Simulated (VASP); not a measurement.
Input of a VASP 6.6.1 run:

Contents of INCAR:

```
SYSTEM = In
  ALGO = Normal
  EDIFF = 1E-7
  ENCUT = 520
  GGA = PS
  ISIF = 2
  ISMEAR = -1
  LASPH = .TRUE.
  LCHARG = .TRUE.
  LELF = .TRUE.
  LREAL = .FALSE.
  LVHAR = .TRUE.
  LWAVE = .FALSE.
  NBANDS = 12
  NELM = 60
  PREC = Accurate
  SIGMA = 0.05
```

Contents of KPOINTS:

```
k-points
0
G
  14 14 14
  0 0 0
```

File POSCAR:

```
In
1.0
    2.4679759460      0.0000000000      0.0000000000
    0.0000000000      2.4679759460      0.0000000000
    0.0000000000      0.0000000000      2.4679759460
In
1
Direct
    0.0000000000      0.0000000000      0.0000000000
```

Potentials or basis: VASP PAW PBE potentials, release 64 (In_d).

Command:

```console
$ cat potpaw_PBE.64/In_d/POTCAR > POTCAR
$ mpirun -np 1 vasp_std > vasp.out
```

(1) What does it give for the pressure?

Answers

(1) 114.0 GPa.

Caveat: the PAW data sets were made with another functional, which shifts forces and pressure a little.
